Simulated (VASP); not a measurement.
# Br (I4/mmm) in VASP: further runs

Br is run at these levels: LDA, r2SCANh; tasks: single point.

All numbers are computed with VASP 6.6.1; they aren't measurements. Logs are shortened: lines on timing, memory, paths and dates and some standing lists are left out, and cuts for length are marked.

### Step 1. The cell of the first run

The structure is tetragonal, space group I4/mmm (No. 139). The conventional cell has a = 2.847 Å, b = 2.847 Å, c = 7.155 Å, α = 90.00°, β = 90.00°, γ = 90.00°. Within 3.8 Å of Br (site symmetry 4/mmm) lie 4 Br at 2.85 Å.

### Step 2. Single point, LDA

INCAR reads:

```
PREC = Accurate
ENCUT = 500
EDIFF = 1E-6
ISMEAR = -1
SIGMA = 0.025
LREAL = F
LASPH = T
NELM = 120
ALGO = Normal
ISIF = 2
LWAVE = F
LCHARG = F
NBANDS = 10
GGA_COMPAT = F
```

KPOINTS reads:

```
Automatic mesh
0
Gamma
  13 13 13
```

POSCAR reads:

```
Br
1.0
   -1.4234917050      1.4234917050      3.5775173700
    1.4234917050     -1.4234917050      3.5775173700
    1.4234917050      1.4234917050     -3.5775173700
Br
1
Direct
    0.0000000000      0.0000000000      0.0000000000
```

Potentials or basis: VASP PAW LDA potentials, release 64 (Br).

Launch:

```
$ cat potpaw_LDA.64/Br/POTCAR > POTCAR
$ mpirun -np 1 vasp_std > vasp.out
```

OUTCAR:

```text
PREC = Accurate
   ENCUT = 500
   EDIFF = 1E-6
   ISMEAR = -1
   LREAL = F
   LASPH = T
   NELM = 120
   ISIF = 2

 ion  position               nearest neighbor table
   1  0.000  0.000  0.000-

  LATTYP: Found a body centered tetragonal cell.
 ALAT       =     2.8469834100
 C/A-ratio  =     2.5131986069

  Lattice vectors:

 A1 = (  -1.4234917050,   1.4234917050,   3.5775173700)
 A2 = (   1.4234917050,  -1.4234917050,   3.5775173700)
 A3 = (   1.4234917050,   1.4234917050,  -3.5775173700)

Analysis of symmetry for initial positions (statically):
=====================================================================
 Subroutine PRICEL returns:
 Original cell was already a primitive cell.

 Routine SETGRP: Setting up the symmetry group for a
 body centered tetragonal supercell.

 Subroutine GETGRP returns: Found 16 space group operations
 (whereof 16 operations were pure point group operations)
 out of a pool of 16 trial point group operations.

The static configuration has the point symmetry D_4h.

Analysis of symmetry for dynamics (positions and initial velocities):
=====================================================================
 Subroutine PRICEL returns:
 Original cell was already a primitive cell.

 Routine SETGRP: Setting up the symmetry group for a
 body centered tetragonal supercell.

 Subroutine GETGRP returns: Found 16 space group operations
 (whereof 16 operations were pure point group operations)
 out of a pool of 16 trial point group operations.

The dynamic configuration has the point symmetry D_4h.

 Subroutine INISYM returns: Found 16 space group operations
 (whereof 16 operations are pure point group operations),
 and found     1 'primitive' translations

----------------------------------------------------------------------------------------

                                     Primitive cell

  volume of cell :      28.9969

  direct lattice vectors                    reciprocal lattice vectors
    -1.423491705  1.423491705  3.577517370     0.000000000  0.351248973  0.139761725
     1.423491705 -1.423491705  3.577517370     0.351248973  0.000000000  0.139761725
     1.423491705  1.423491705 -3.577517370     0.351248973  0.351248973  0.000000000

  length of vectors
     4.105032010  4.105032010  4.105032010     0.378033307  0.378033307  0.496741062

  position of ions in fractional coordinates (direct lattice)
     0.000000000  0.000000000  0.000000000

  ion indices of the primitive-cell ions
   primitive index   ion index
                 1           1

----------------------------------------------------------------------------------------

 KPOINTS: Automatic mesh

Automatic generation of k-mesh.
 Grid dimensions read from file:
 generate k-points for:   13   13   13

 Generating k-lattice:

  Cartesian coordinates                     Fractional coordinates (reciprocal lattice)
     0.000000000  0.027019152  0.010750902     0.076923077  0.000000000 -0.000000000
     0.027019152  0.000000000  0.010750902     0.000000000  0.076923077 -0.000000000
     0.027019152  0.027019152  0.000000000     0.000000000  0.000000000  0.076923077

  Length of vectors
     0.029079485  0.029079485  0.038210851

  Shift w.r.t. Gamma in fractional coordinates (k-lattice)
     0.000000000  0.000000000  0.000000000

 Subroutine IBZKPT returns following result:
 ===========================================

 Found    196 irreducible k-points:

 Following reciprocal coordinates:
            Coordinates               Weight
  0.000000  0.000000  0.000000      1.000000
  0.076923  0.000000  0.000000      8.000000
  0.153846  0.000000  0.000000      8.000000
  0.230769  0.000000  0.000000      8.000000
  0.307692  0.000000  0.000000      8.000000
  0.384615  0.000000  0.000000      8.000000
[... 16 lines left out ...]
  0.384615  0.153846  0.000000     16.000000
  0.461538  0.153846  0.000000     16.000000
 [... further k-points ...]
   k-points           NKPTS =    196   k-points in BZ     NKDIM =    196   number of bands    NBANDS=     10
   number of dos      NEDOS =    301   number of ions     NIONS =      1
   total plane-waves  NPLWV =  27000
   dimension x,y,z NGX =    30 NGY =   30 NGZ =   30
   dimension x,y,z NGXF=    60 NGYF=   60 NGZF=   60
   ions per type =               1
   NGX,Y,Z   is equivalent  to a cutoff of  12.15, 12.15, 12.15 a.u.
   NGXF,Y,Z  is equivalent  to a cutoff of  24.30, 24.30, 24.30 a.u.
 SYSTEM =  unknown system
   PREC   = accura    normal or accurate (medium, high low for compatibility)
   ISTART =      0    job   : 0-new  1-cont  2-samecut
   ICHARG =      2    charge: 1-file 2-atom 10-const
   ISPIN  =      1    spin polarized calculation?
   LNONCOLLINEAR =      F non collinear calculations
   LSORBIT =      F    spin-orbit coupling
   LASPH  =      T    aspherical Exc in radial PAW
   ENCUT  =  500.0 eV  36.75 Ry    6.06 a.u.   7.48  7.48  7.48*2*pi/ulx,y,z
   NELM   =    120;   NELMIN=  2; NELMDL= -5     # of ELM steps
   EDIFF  = 0.1E-05   stopping-criterion for ELM
   LREAL  =      F    real-space projection
   EDIFFG = 0.1E-04   stopping-criterion for IOM
   NSW    =      0    number of steps for IOM
   IBRION =     -1    ionic relax: 0-MD 1-quasi-New 2-CG
   NFREE  =      0    steps in history (QN), initial steepest desc. (CG)
   ISIF   =      2    stress and relaxation
   ISYM   =      2    0-nonsym 1-usesym 2-fastsym
   POTIM  = 0.5000    time-step for ionic-motion
   TEBEG  =    0.0;   TEEND  =   0.0 temperature during run
   PSTRESS=    0.0 pullay stress
   NELECT =       7.0000    total number of electrons
   NUPDOWN=      -1.0000    fix difference up-down
   EMIN   =  10.00;   EMAX   =-10.00  energy-range for DOS
   EFERMI =   0.00;   METHOD = LEGACY
   ISMEAR =    -1;   SIGMA  =   0.03  broadening in eV -4-tet -1-fermi 0-gaus
   EFERMI_NEDOS =   21; number of points for ismear=-14 and -15
   IALGO  =     38    algorithm
   IMIX   =      4    mixing-type and parameters
     AMIX     =   0.40;   BMIX     =  1.00
     AMIX_MAG =   1.60;   BMIX_MAG =  1.00
  volume/ion in A,a.u.               =      29.00       195.68
  Fermi-wavevector in a.u.,A,eV,Ry     =   1.019351  1.926294 14.137486  1.039076
  Thomas-Fermi vector in A             =   2.152860
   LORBIT       =      0    0 simple, 1 ext, 2 COOP (PROOUT), +10 PAW based schemes
   GGA     = CA    functional components
   LHFCALC =     F    Hartree Fock is set to
   AEXX    =    0.0000 exact exchange contribution
   IVDW    =     0    specifies the selected vdW correction
   LEPSILON=     F    determine dielectric tensor
   LRPA    =     F    only Hartree local field effects (RPA)
 non-spin polarized calculation
  energy-cutoff  :      500.00
  volume of cell :       29.00
 maximum number of plane-waves:       769
 NGX is ok and might be reduce to    30
   NGX = 15   NGY = 15   NGZ = 15

 number of electron       6.9999999 magnetization

 Free energy of the ion-electron system (eV)
  ---------------------------------------------------
  ext. energy  EPLUGINS =         0.00000000
  ---------------------------------------------------
  free energy    TOTEN  =        -1.99634580 eV

  energy without entropy =       -1.99504246  energy(sigma->0) =       -1.99569413

 E-fermi :   1.4083     XC(G=0):  -9.0586

 val. band max:        1.3220322158   @ k =  -0.2308   0.3077   0.0769
 cond. band min:       1.4310390513   @ k =  -0.3077   0.3846   0.1538
 fundamental gap:      0.1090068356
 Fermi energy:         1.4083226165

 k-point     1 :       0.0000    0.0000    0.0000
  band No.  band energies     occupation
      1     -14.8772      2.00000
      2      -0.8649      2.00000
      3       2.3341      0.00000
      4       2.3341      0.00000
      5       6.4559      0.00000
      6      11.2157      0.00000
      7      11.5771      0.00000
      8      17.1877      0.00000
      9      17.1877      0.00000
     10      17.5590      0.00000

 k-point     2 :       0.0769    0.0000    0.0000
  band No.  band energies     occupation
      1     -14.8034      2.00000
      2      -0.8603      2.00000
      3       1.7076      0.00001
      4       2.3791      0.00000
      5       6.6948      0.00000
      6      11.4357      0.00000
      7      12.1717      0.00000
      8      15.2682      0.00000
      9      17.3071      0.00000
     10      18.5503      0.00000

 k-point     3 :       0.1538    0.0000    0.0000
  band No.  band energies     occupation
      1     -14.5895      2.00000
      2      -0.8487      2.00000
      3       0.3272      2.00000
      4       2.5070      0.00000
      5       7.2722      0.00000
      6      11.6732      0.00000
      7      13.1871      0.00000
      8      14.0829      0.00000
      9      17.6557      0.00000
     10      19.1066      0.00000

 k-point     4 :       0.2308    0.0000    0.0000
  band No.  band energies     occupation
      1     -14.2596      2.00000
      2      -1.3254      2.00000
      3      -0.6969      2.00000
      4       2.6967      0.00000
      5       7.9742      0.00000
      6      11.6441      0.00000
      7      12.1321      0.00000
      8      16.2432      0.00000
      9      18.1674      0.00000
     10      19.4750      0.00000
[... 222 lines left out ...]
 k-point    22 :       0.3077    0.1538   -0.0000
  band No.  band energies     occupation
      1     -13.5570      2.00000
      2      -2.5015      2.00000
      3      -0.7648      2.00000
      4       1.0333      2.00000
      5       8.9269      0.00000
      6      12.3938      0.00000
      7      13.6412      0.00000
      8      15.6896      0.00000
      9      16.3474      0.00000
     10      18.8193      0.00000

 k-point    23 :       0.3846    0.1538    0.0000
  band No.  band energies     occupation
      1     -13.1908      2.00000
      2      -3.5629      2.00000
      3      -0.5664      2.00000
      4       1.2808      1.98788
      5       8.4588      0.00000
      6      12.2294      0.00000
      7      14.0594      0.00000
      8      15.7324      0.00000
      9      16.7939      0.00000
     10      18.2750      0.00000

 k-point    24 :       0.4615    0.1538    0.0000
  band No.  band energies     occupation
      1     -12.9694      2.00000
      2      -4.1430      2.00000
      3      -0.3497      2.00000
      4       1.4387      0.45804
      5       8.0923      0.00000
      6      11.8627      0.00000
      7      14.3532      0.00000
      8      15.7107      0.00000
      9      16.5105      0.00000
     10      18.5328      0.00000

 [... further k-points ...]

------------------------ aborting loop because EDIFF is reached ----------------------------------------

  FORCE on cell =-STRESS in cart. coord.  units (eV):
  Direction    XX          YY          ZZ          XY          YZ          ZX
  --------------------------------------------------------------------------------------
  -------------------------------------------------------------------------------------
  Total       -0.6086414     -0.6086414     -0.1520585      0.0000000      0.0000000      0.0000000
  in kB      -33.6295014    -33.6295014     -8.4017458      0.0000000      0.0000000      0.0000000
  external PRESSURE =     -25.2202495 kB  Pullay stress =       0.0000000 kB

 VOLUME and BASIS-vectors are now :
 -----------------------------------------------------------------------------
  energy-cutoff  :      500.00
  volume of cell :       29.00
      direct lattice vectors                 reciprocal lattice vectors
    -1.423491705  1.423491705  3.577517370     0.000000000  0.351248973  0.139761725
     1.423491705 -1.423491705  3.577517370     0.351248973  0.000000000  0.139761725
     1.423491705  1.423491705 -3.577517370     0.351248973  0.351248973  0.000000000

 POSITION                                       TOTAL-FORCE (eV/Angst)
 -----------------------------------------------------------------------------------
      0.00000      0.00000      0.00000        -0.000000      0.000000     -0.000000
 -----------------------------------------------------------------------------------
    total drift:                                0.000000     -0.000000      0.000000

  FREE ENERGIE OF THE ION-ELECTRON SYSTEM (eV)
  ---------------------------------------------------
  free  energy   TOTEN  =        -1.9963457973 eV

  energy  without entropy=       -1.9950424606  energy(sigma->0) =       -1.99569413
```

Wall time 34 s (1 thread of Intel Xeon Platinum 8488C (Sapphire Rapids), shared host); peak memory 0.18 GiB.

What came out:

```
Free energy            : -1.9963 eV
Pressure               : -2.5 GPa
Band gap on the k mesh : zero (an odd number of electrons rules out a gap without spin polarisation)
```

Stress tensor (GPa, compression positive):
```
-3.36  0.00  0.00
 0.00 -3.36  0.00
 0.00  0.00 -0.84
```

Levels at points of the mesh, in eV from the Fermi level:
```csv
k point,band 1,band 2,band 3,band 4,band 5,band 6,band 7,band 8
"(0.00, 0.00, 0.00)",-16.29,-2.27,0.93,0.93,5.05,9.81,10.17,15.78
```

Caveat: an odd number of electrons without spin polarisation forces a metal; a magnetic or distorted state may lie lower.

### Step 3. Single point, r2SCANh (36.25 Å³/atom)

This run uses another cell than the first one, of 36.25 Å³/atom.

POSCAR reads:

```
Br
1.0
   -1.5334099550      1.5334099550      3.8537637650
    1.5334099550     -1.5334099550      3.8537637650
    1.5334099550      1.5334099550     -3.8537637650
Br
1
Direct
    0.0000000000      0.0000000000      0.0000000000
```

INCAR.step1 reads:

```
PREC = Accurate
ENCUT = 440
EDIFF = 1E-5
ISMEAR = 0
SIGMA = 0.02
LREAL = False
LASPH = True
NELM = 120
ALGO = Normal
ISIF = 2
LWAVE = True
LCHARG = False
NBANDS = 10
GGA = PE
GGA_COMPAT = False
```

INCAR.step2 reads:

```
PREC = Accurate
ENCUT = 440
EDIFF = 1E-6
ISMEAR = 0
SIGMA = 0.02
LREAL = False
LASPH = True
NELM = 120
ALGO = Normal
ISIF = 2
LWAVE = False
LCHARG = False
METAGGA = R2SCAN
LHFCALC = True
AEXX = 0.1
LMIXTAU = True
PRECFOCK = Normal
NBANDS = 10
ISTART = 1
GGA_COMPAT = False
```

KPOINTS reads:

```
Automatic mesh
0
Gamma
  6 6 6
```

Potentials or basis: VASP PAW PBE potentials, release 64 (Br).

Launch:

```
$ cat potpaw_PBE.64/Br/POTCAR > POTCAR
$ cp INCAR.step1 INCAR
$ mpirun -np 1 vasp_std > vasp.out
$ cp INCAR.step2 INCAR
$ mpirun -np 1 vasp_std > vasp.out
```

Run time: 5.1 min. Hardware: 1 thread of Intel Xeon 6975P-C (Granite Rapids), shared host; peak memory 0.17 GiB.

Results (log left out):

```
Free energy            : -11.9806 eV
Pressure               : -4.6 GPa
Band gap on the k mesh : zero (an odd number of electrons rules out a gap without spin polarisation)
```

Stress tensor (GPa, compression positive):
```
-6.66  0.00  0.00
 0.00 -6.66  0.00
 0.00  0.00 -0.59
```

Levels at points of the mesh, in eV from the Fermi level:
```tsv
k point	band 1	band 2	band 3	band 4	band 5	band 6	band 7	band 8
(0.00, 0.00, 0.00)	-15.92	-1.76	1.16	1.16	6.95	11.46	11.64	16.91
(0.50, 0.00, 0.00)	-14.81	-4.45	-1.41	1.88	8.36	13.11	13.47	15.65
(0.50, 0.50, 0.00)	-13.80	-3.42	-3.22	-0.51	7.75	10.24	14.00	15.05
(0.50, 0.50, 0.50)	-15.78	-3.24	1.06	1.06	10.32	11.17	12.01	17.53
```

Caveat: the k points lie up to 0.37 Å⁻¹ apart, too coarse for converged energies and pressures of a metal; the PAW data sets were made with another functional, which shifts forces and pressure a little; an odd number of electrons without spin polarisation forces a metal; a magnetic or distorted state may lie lower.
